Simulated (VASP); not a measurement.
Input of a VASP 6.6.1 run:

Contents of INCAR:

```
SYSTEM = Se
PREC     = Accurate       ! precision mode
ENCUT    = 520            ! plane-wave cutoff, eV
EDIFF    = 1E-6           ! SCF threshold, eV
ISMEAR   = -1             ! smearing method
SIGMA    = 0.08           ! smearing width, eV
LREAL    = .FALSE.        ! projectors in reciprocal space
LASPH    = .TRUE.         ! aspherical terms in the spheres
NELM     = 60             ! most SCF steps
ALGO     = Normal         ! electronic algorithm
ISIF     = 2              ! what is computed and relaxed
LWAVE    = .FALSE.        ! write WAVECAR
LCHARG   = .FALSE.        ! write CHGCAR
GGA      = CA             ! functional
NBANDS   = 9              ! bands
```

File KPOINTS:

```
regular mesh
0
G
  13 13 13
  0 0 0
```

POSCAR

```
Se
1.0
    2.1220834487      0.0000000000      0.0000000000
    0.0000000000      2.1220834487      0.0000000000
    0.0000000000      0.0000000000      2.1220834487
Se
1
Direct
    0.0000000000      0.0000000000      0.0000000000
```

Potentials or basis: VASP PAW LDA potentials, release 64 (Se).

Run with:

```bash
$ cat potpaw_LDA.64/Se/POTCAR > POTCAR
$ mpirun -np 1 vasp_std > vasp.out
```

(1) What does it give for the band gap on the k mesh?

(2) Predict the pressure.

Results:

(1) zero (band 3 reaches 28.49 eV, above the bottom of band 4 at 16.18 eV).

(2) 326.7 GPa.
